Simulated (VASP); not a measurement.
Wanted: the native input for a VASP 6.6.1 run.

```yaml
Task: single point
Functional: PBE
Potentials_or_basis: VASP PAW PBE potentials, release 64 (Ni)
Cutoff: 520 eV
k_mesh: 6 × 12 × 12
Occupations: fermi-dirac, width 0.05 eV
Spin: collinear spin, ferromagnetic start
Starting_moments: "[0.4, 0.4] μB"
Dipole_correction: no
Further_INCAR_settings: ALGO = Normal; EDIFF = 1e-06; NBANDS = 21
```

The structure of Ni lies in POSCAR:

```
Ni
1.0
    0.0000000000      3.5347000000      3.5347000000
    1.7673500000      0.0000000000      1.7673500000
    1.7673500000      1.7673500000      0.0000000000
Ni
2
Direct
    0.0000000000      0.0000000000      0.0000000000
    0.5000000000      0.0000000000      0.0000000000
```

These files were run (other wordings do the same):

INCAR

```
PREC     = Accurate       # precision mode
ENCUT    = 520            # plane-wave cutoff, eV
EDIFF    = 1E-6           # SCF threshold, eV
ISMEAR   = -1             # smearing method
SIGMA    = 0.05           # smearing width, eV
LREAL    = False          # projectors in reciprocal space
LASPH    = True           # aspherical terms in the spheres
NELM     = 150            # most SCF steps
ALGO     = Normal         # electronic algorithm
ISIF     = 2              # what is computed and relaxed
LWAVE    = False          # write WAVECAR
LCHARG   = False          # write CHGCAR
ISPIN    = 2              # spin polarisation
MAGMOM   = 0.4 0.4        # initial moments
LORBIT   = 11             # projections on sites
LMAXMIX  = 4              # l up to which the mixer works
GGA      = PE             # functional
NBANDS   = 21             # bands
```

KPOINTS

```
regular mesh
0
Gamma
  6 12 12
```

Potentials or basis: VASP PAW PBE potentials, release 64 (Ni).

Launch:

```bash
$ cat potpaw_PBE.64/Ni/POTCAR > POTCAR
$ mpirun -np 1 vasp_std > vasp.out
```

It gave:

The pressure is -2.3 GPa and the net moment is 1.35 μB per cell. The site moments are Ni +0.69 μB and the valence electrons inside the program's atomic spheres are Ni 9.28.

Wall time 33 s on 1 thread of Intel(R) Xeon(R) 6975P-C (Granite Rapids) (shared host), peak memory 0.19 GiB.
